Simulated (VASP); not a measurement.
# Ag (P6_3/mmc) in VASP: a series of runs, part 2 of 2

VASP 6.6.1. Earlier steps stand in the parts before.

## 3. Single point, r2SCAN (16.26 Å³/atom)

This run uses another cell than the first one, of 16.26 Å³/atom.

Input file POSCAR:

```
Ag
1.0
    2.8475299817      0.0000000000      0.0000000000
   -1.4237649909      2.4660333022      0.0000000000
    0.0000000000      0.0000000000      9.2631379381
Ag
4
Direct
    0.3333333333      0.6666666667      0.2500000000
    0.6666666667      0.3333333333      0.7500000000
    0.0000000000      0.0000000000      0.0000000000
    0.0000000000      0.0000000000      0.5000000000
```

Input file INCAR.step1:

```
PREC = Accurate
ENCUT = 520
ISMEAR = 0
SIGMA = 0.1
LREAL = F
LASPH = T
NELM = 60
NBANDS = 30
GGA = PE
ALGO = Normal
EDIFF = 1E-4
LWAVE = T
LCHARG = F
```

Input file INCAR.step2:

```
PREC = Accurate
ENCUT = 520
EDIFF = 1E-6
ISMEAR = 0
SIGMA = 0.1
LREAL = F
LASPH = T
NELM = 60
ALGO = Normal
ISIF = 2
LWAVE = F
LCHARG = T
METAGGA = R2SCAN
LMIXTAU = T
LELF = T
LVHAR = T
NBANDS = 30
ISTART = 1
```

Input file KPOINTS:

```
regular mesh
0
Gamma
  18 18 4
```

Potentials or basis: VASP PAW PBE potentials, release 64 (Ag).

Launch:

```console
> cat potpaw_PBE.64/Ag/POTCAR > POTCAR
> cp INCAR.step1 INCAR
> mpirun -np 1 vasp_std > vasp.out
> cp INCAR.step2 INCAR
> mpirun -np 1 vasp_std > vasp.out
```

OUTCAR:

```text
PREC = Accurate
   ENCUT = 520
   EDIFF = 1E-6
   ISMEAR = 0
   LREAL = F
   LASPH = T
   NELM = 60
   ISIF = 2
   METAGGA = R2SCAN
   ISTART = 1

 ion  position               nearest neighbor table
   1  0.333  0.667  0.250-   3 2.84   4 2.84   3 2.84   4 2.84   3 2.84   4 2.84
   2  0.667  0.333  0.750-   3 2.84   4 2.84   3 2.84   4 2.84   3 2.84   4 2.84
   3  0.000  0.000  0.000-   1 2.84   2 2.84   2 2.84   1 2.84   2 2.84   1 2.84
   4  0.000  0.000  0.500-   1 2.84   2 2.84   2 2.84   1 2.84   2 2.84   1 2.84

  LATTYP: Found a hexagonal cell.
 ALAT       =     2.8475299817
 C/A-ratio  =     3.2530431629

  Lattice vectors:

 A1 = (   2.8475299817,   0.0000000000,   0.0000000000)
 A2 = (  -1.4237649909,   2.4660333022,   0.0000000000)
 A3 = (   0.0000000000,   0.0000000000,   9.2631379381)

Analysis of symmetry for initial positions (statically):
=====================================================================
 Subroutine PRICEL returns:
 Original cell was already a primitive cell.

 Routine SETGRP: Setting up the symmetry group for a
 hexagonal supercell.

 Subroutine GETGRP returns: Found 24 space group operations
 (whereof 12 operations were pure point group operations)
 out of a pool of 24 trial point group operations.

The static configuration has the point symmetry D_3d.
 The point group associated with its full space group is D_6h.

Analysis of symmetry for dynamics (positions and initial velocities):
=====================================================================
 Subroutine PRICEL returns:
 Original cell was already a primitive cell.

 Routine SETGRP: Setting up the symmetry group for a
 hexagonal supercell.

 Subroutine GETGRP returns: Found 24 space group operations
 (whereof 12 operations were pure point group operations)
 out of a pool of 24 trial point group operations.

The dynamic configuration has the point symmetry D_3d.
 The point group associated with its full space group is D_6h.

 Subroutine INISYM returns: Found 24 space group operations
 (whereof 12 operations are pure point group operations),
 and found     1 'primitive' translations

----------------------------------------------------------------------------------------

                                     Primitive cell

  volume of cell :      65.0467

  direct lattice vectors                    reciprocal lattice vectors
     2.847529982  0.000000000  0.000000000     0.351181553  0.202754764  0.000000000
    -1.423764991  2.466033302  0.000000000     0.000000000  0.405509528  0.000000000
     0.000000000  0.000000000  9.263137938     0.000000000  0.000000000  0.107954778

  length of vectors
     2.847529982  2.847529982  9.263137938     0.405509528  0.405509528  0.107954778

  position of ions in fractional coordinates (direct lattice)
     0.333333333  0.666666667  0.250000000
     0.666666667  0.333333333  0.750000000
     0.000000000  0.000000000  0.000000000
     0.000000000  0.000000000  0.500000000

  ion indices of the primitive-cell ions
   primitive index   ion index
                 1           1
                 2           2
                 3           3
                 4           4

----------------------------------------------------------------------------------------

 KPOINTS: regular mesh

Automatic generation of k-mesh.
 Grid dimensions read from file:
 generate k-points for:   18   18    4

 Generating k-lattice:

  Cartesian coordinates                     Fractional coordinates (reciprocal lattice)
     0.019510086  0.011264154  0.000000000     0.055555556  0.000000000  0.000000000
     0.000000000  0.022528307  0.000000000     0.000000000  0.055555556  0.000000000
     0.000000000  0.000000000  0.026988695     0.000000000  0.000000000  0.250000000

  Length of vectors
     0.022528307  0.022528307  0.026988695

  Shift w.r.t. Gamma in fractional coordinates (k-lattice)
     0.000000000  0.000000000  0.000000000

 Subroutine IBZKPT returns following result:
 ===========================================

 Found    111 irreducible k-points:

 Following reciprocal coordinates:
            Coordinates               Weight
  0.000000  0.000000  0.000000      1.000000
  0.055556  0.000000  0.000000      6.000000
  0.111111  0.000000  0.000000      6.000000
  0.166667  0.000000  0.000000      6.000000
  0.222222  0.000000  0.000000      6.000000
  0.277778  0.000000  0.000000      6.000000
[... 16 lines left out ...]
  0.333333  0.111111  0.000000     12.000000
  0.388889  0.111111  0.000000     12.000000
 [... further k-points ...]
   k-points           NKPTS =    111   k-points in BZ     NKDIM =    111   number of bands    NBANDS=     30
   number of dos      NEDOS =    301   number of ions     NIONS =      4
   total plane-waves  NPLWV =  40320
   dimension x,y,z NGX =    24 NGY =   24 NGZ =   70
   dimension x,y,z NGXF=    48 NGYF=   48 NGZF=  140
   ions per type =               4
   NGX,Y,Z   is equivalent  to a cutoff of  14.01, 14.01, 12.56 a.u.
   NGXF,Y,Z  is equivalent  to a cutoff of  28.02, 28.02, 25.13 a.u.
 SYSTEM =  unknown system
   PREC   = accura    normal or accurate (medium, high low for compatibility)
   ISTART =      1    job   : 0-new  1-cont  2-samecut
   ICHARG =      0    charge: 1-file 2-atom 10-const
   ISPIN  =      1    spin polarized calculation?
   LNONCOLLINEAR =      F non collinear calculations
   LSORBIT =      F    spin-orbit coupling
   LASPH  =      T    aspherical Exc in radial PAW
   ENCUT  =  520.0 eV  38.22 Ry    6.18 a.u.   5.29  5.29 17.22*2*pi/ulx,y,z
   NELM   =     60;   NELMIN=  2; NELMDL=  0     # of ELM steps
   EDIFF  = 0.1E-05   stopping-criterion for ELM
   LREAL  =      F    real-space projection
   EDIFFG = 0.1E-04   stopping-criterion for IOM
   NSW    =      0    number of steps for IOM
   IBRION =     -1    ionic relax: 0-MD 1-quasi-New 2-CG
   NFREE  =      0    steps in history (QN), initial steepest desc. (CG)
   ISIF   =      2    stress and relaxation
   ISYM   =      2    0-nonsym 1-usesym 2-fastsym
   POTIM  = 0.5000    time-step for ionic-motion
   TEBEG  =    0.0;   TEEND  =   0.0 temperature during run
   PSTRESS=    0.0 pullay stress
   NELECT =      44.0000    total number of electrons
   NUPDOWN=      -1.0000    fix difference up-down
   EMIN   =  10.00;   EMAX   =-10.00  energy-range for DOS
   EFERMI =   0.00;   METHOD = LEGACY
   ISMEAR =     0;   SIGMA  =   0.10  broadening in eV -4-tet -1-fermi 0-gaus
   EFERMI_NEDOS =   21; number of points for ismear=-14 and -15
   IALGO  =     38    algorithm
   IMIX   =      4    mixing-type and parameters
     AMIX     =   0.40;   BMIX     =  1.00
     AMIX_MAG =   1.60;   BMIX_MAG =  1.00
  volume/ion in A,a.u.               =      16.26       109.74
  Fermi-wavevector in a.u.,A,eV,Ry     =   1.437090  2.715706 28.099124  2.065227
  Thomas-Fermi vector in A             =   2.556206
   LORBIT       =      0    0 simple, 1 ext, 2 COOP (PROOUT), +10 PAW based schemes
   METAGGA = R2SCAN    functional components
   LHFCALC =     F    Hartree Fock is set to
   AEXX    =    0.0000 exact exchange contribution
   IVDW    =     0    specifies the selected vdW correction
   LEPSILON=     F    determine dielectric tensor
   LRPA    =     F    only Hartree local field effects (RPA)
 non-spin polarized calculation
 Gauss-broadening in eV      SIGMA  =   0.10
  energy-cutoff  :      520.00
  volume of cell :       65.05
 maximum number of plane-waves:      1768
 NGX is ok and might be reduce to    24
   NGX = 11   NGY = 11   NGZ = 35

 number of electron      43.9999989 magnetization

 Free energy of the ion-electron system (eV)
  ---------------------------------------------------
  ext. energy  EPLUGINS =         0.00000000
  ---------------------------------------------------
  free energy    TOTEN  =       -85.32488263 eV

  energy without entropy =      -85.32079741  energy(sigma->0) =      -85.32284002

 E-fermi :   9.1419     XC(G=0): -13.3030

 val. band max:        9.1024518753   @ k =   0.3889   0.0556   0.0000
 cond. band min:       9.1477714062   @ k =   0.3889   0.0556   0.0000
 fundamental gap:      0.0453195309
 Fermi energy:         9.1418964080

 k-point     1 :       0.0000    0.0000    0.0000
  band No.  band energies     occupation
      1       0.7728      2.00000
      2       2.0561      2.00000
      3       2.1821      2.00000
      4       2.1851      2.00000
      5       3.7557      2.00000
      6       3.7557      2.00000
[... 781 lines left out ...]
     29      18.7694      0.00000
     30      19.9399      0.00000

 [... further k-points ...]
[... 5 lines left out ...]
  --------------------------------------------------------------------------------------
  -------------------------------------------------------------------------------------
  Total        3.1652338      3.1652338      3.1780110     -0.0000000      0.0000000      0.0000000
  in kB       77.9634413     77.9634413     78.2781591     -0.0000000      0.0000000      0.0000000
  external PRESSURE =      78.0683472 kB  Pullay stress =       0.0000000 kB

 VOLUME and BASIS-vectors are now :
 -----------------------------------------------------------------------------
  energy-cutoff  :      520.00
  volume of cell :       65.05
      direct lattice vectors                 reciprocal lattice vectors
     2.847529982  0.000000000  0.000000000     0.351181553  0.202754764  0.000000000
    -1.423764991  2.466033302  0.000000000     0.000000000  0.405509528  0.000000000
     0.000000000  0.000000000  9.263137938     0.000000000  0.000000000  0.107954778

 POSITION                                       TOTAL-FORCE (eV/Angst)
 -----------------------------------------------------------------------------------
     -0.00000      1.64402      2.31578         0.000000     -0.000000      0.000000
      1.42376      0.82201      6.94735         0.000000      0.000000     -0.000000
      0.00000      0.00000      0.00000        -0.000000     -0.000000      0.000000
      0.00000      0.00000      4.63157        -0.000000     -0.000000      0.000000
 -----------------------------------------------------------------------------------
    total drift:                               -0.000000      0.000000      0.000000

  FREE ENERGIE OF THE ION-ELECTRON SYSTEM (eV)
  ---------------------------------------------------
  free  energy   TOTEN  =       -85.3248826325 eV

  energy  without entropy=      -85.3207974062  energy(sigma->0) =      -85.32284002
```

Wall time 21 min (1 thread of Oxide Virtual Turin-like, shared host); peak memory 0.27 GiB.

What came out:

* Free energy: -85.3249 eV
* Pressure: 7.8 GPa
* Band gap on the k mesh: zero (bands 22 and 23 overlap by 7.12 eV)

Caveat: the cell stands under pressure; the PAW data sets were made with another functional, which shifts forces and pressure a little.

## 4. Single point, r2SCAN (16.78 Å³/atom)

This run uses another cell than the first one, of 16.78 Å³/atom.

Input file POSCAR:

```
Ag
1.0
    2.8758614294      0.0000000000      0.0000000000
   -1.4379307147      2.4905690556      0.0000000000
    0.0000000000      0.0000000000      9.3713619191
Ag
4
Direct
    0.3333333333      0.6666666667      0.2500000000
    0.6666666667      0.3333333333      0.7500000000
    0.0000000000      0.0000000000      0.0000000000
    0.0000000000      0.0000000000      0.5000000000
```

Input file INCAR.step1:

```
SYSTEM = Ag
ALGO = Normal
EDIFF = 1E-4
ENCUT = 520
GGA = PE
ISMEAR = 0
LASPH = .TRUE.
LCHARG = .FALSE.
LREAL = .FALSE.
LWAVE = .TRUE.
NBANDS = 30
NELM = 60
PREC = Accurate
SIGMA = 0.1
```

Input file INCAR.step2:

```
SYSTEM = Ag
ALGO = Normal
EDIFF = 1E-6
ENCUT = 520
ISIF = 2
ISMEAR = 0
ISTART = 1
LASPH = .TRUE.
LCHARG = .FALSE.
LMIXTAU = .TRUE.
LREAL = .FALSE.
LWAVE = .FALSE.
METAGGA = R2SCAN
NBANDS = 30
NELM = 60
PREC = Accurate
SIGMA = 0.1
```

Input file KPOINTS:

```
k-points
0
G
  18 18 4
  0 0 0
```

Launch:

```console
> cat potpaw_PBE.64/Ag/POTCAR > POTCAR
> cp INCAR.step1 INCAR
> mpirun -np 1 vasp_std > vasp.out
> cp INCAR.step2 INCAR
> mpirun -np 1 vasp_std > vasp.out
```

Run time: 22 min. Hardware: 1 thread of Oxide Virtual Turin-like, shared host; peak memory 0.27 GiB.

Results (log left out):

| Property | Result |
| --- | --- |
| Free energy | -85.3986 eV |
| Pressure | 3.6 GPa |
| Band gap on the k mesh | zero (bands 22 and 23 overlap by 7.04 eV) |

Stress tensor (GPa, compression positive):
```
3.61 0.00 0.00
0.00 3.61 0.00
0.00 0.00 3.48
```

Levels at points of the mesh, in eV from the Fermi level:
```
           k point  band 19  band 20  band 21  band 22  band 23  band 24  band 25  band 26
(0.00, 0.00, 0.00)    -4.03    -3.80    -3.80    -3.38    -3.38    -0.40     3.79    11.69
(0.50, 0.00, 0.00)    -3.18    -3.14    -0.22     0.76     1.03     1.61     4.52     4.59
(0.00, 0.00, 0.50)    -3.55    -3.55    -3.55    -3.55    -2.60    -2.60     6.82     6.82
(0.50, 0.00, 0.50)    -3.19    -3.19     0.22     0.22     1.44     1.44     4.98     4.98
```

Caveat: the cell stands under pressure; the PAW data sets were made with another functional, which shifts forces and pressure a little.

## 5. Overview

| cell | gap on the mesh (eV) | pressure (GPa) |
| --- | --- | --- |
| a = 2.817, b = 2.817, c = 9.164 Å, angles 90.0, 90.0, 120.0°, 4 atoms | none | 13.0 |
| a = 2.848, b = 2.848, c = 9.263 Å, angles 90.0, 90.0, 120.0°, 4 atoms | none | 7.8 |
| a = 2.876, b = 2.876, c = 9.371 Å, angles 90.0, 90.0, 120.0°, 4 atoms | none | 3.6 |

Alike in all rows: task single point; level r2SCAN; potentials or basis VASP PAW PBE potentials, release 64 (Ag); no spin polarisation; k mesh 18 × 18 × 4; cutoff (eV) 520; smearing gaussian 0.1 eV.

Caveats: the cell stands under pressure; the PAW data sets were made with another functional, which shifts forces and pressure a little.

Absolute energies hang on the potentials; compare differences alone.

The gap in the log of VASP goes by the Fermi energy; the results here count the filled bands.